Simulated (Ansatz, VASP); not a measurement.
## TaN in VASP and in Ansatz

INCAR

```
SYSTEM = TaN
PREC = Accurate
ENCUT = 600
EDIFF = 1E-6
ISMEAR = 0
SIGMA = 0.15
LREAL = .FALSE.
LASPH = .TRUE.
NELM = 120
ALGO = Normal
ISIF = 2
LWAVE = .FALSE.
LCHARG = .FALSE.
GGA = CA
NBANDS = 16
GGA_COMPAT = .FALSE.
```

Contents of KPOINTS:

```
regular mesh
0
G
  18 18 18
  0 0 0
```

File POSCAR:

```
TaN
1.0
    0.0000000000      2.2101387059      2.2101387059
    2.2101387059      0.0000000000      2.2101387059
    2.2101387059      2.2101387059      0.0000000000
Ta N
1 1
Direct
    0.5000000000      0.5000000000      0.5000000000
    0.0000000000      0.0000000000      0.0000000000
```

Input for Ansatz:

```yaml
crystal:
  lattice:
    - [0.0, 2.2101387059, 2.2101387059]
    - [2.2101387059, 0.0, 2.2101387059]
    - [2.2101387059, 2.2101387059, 0.0]
  atoms:
    - { symbol: Ta, position: [0.5, 0.5, 0.5] }
    - { symbol: "N", position: [0.0, 0.0, 0.0] }
basis:
  ecutwfc: 520.0
kpoints:
  mp_grid: { grid: [18, 18, 18] }
hamiltonian:
  xc: lda
  pseudopotentials: { kind: paw, azcp: { folder: soft_1 } }
scf:
  occupations: { method: gaussian, width: 0.15 }
output:
  forces: true
  stress: true
  eigenvalues: true
```

Change from the starting cell: mode 4 frozen in at +0.000 Å, equal normal strain along x, y and z +0.0167.

Alike in both runs: task single point; functional LDA; k mesh 18 × 18 × 18; occupations gaussian, width 0.15 eV; no spin polarisation.

|  | VASP | Ansatz |
| --- | --- | --- |
| version | VASP 6.6.1 | Ansatz 0.2.0 |
| potentials or method | VASP PAW LDA potentials, release 64 (Ta_sv_GW, N), cutoff 600 eV | scalar-relativistic, plane waves, PAW |
| valence electrons in the cell | 18 | 18 |

VASP gave:

* gap on the k mesh at the Fermi level (eV): none
* pressure (GPa): -15.7

Question: Estimate Ansatz's values.

Answer: gap on the k mesh at the Fermi level (eV): none; pressure (GPa): -16.8.

Ansatz warns that its potentials were made for another functional, while VASP's fit it. LDA's correlation is that of Perdew and Zunger in VASP and of Perdew and Wang (1992) in Ansatz. A gap of «none» marks a metal or a gap that the smearing closes.

Neither program's run includes spin-orbit coupling.
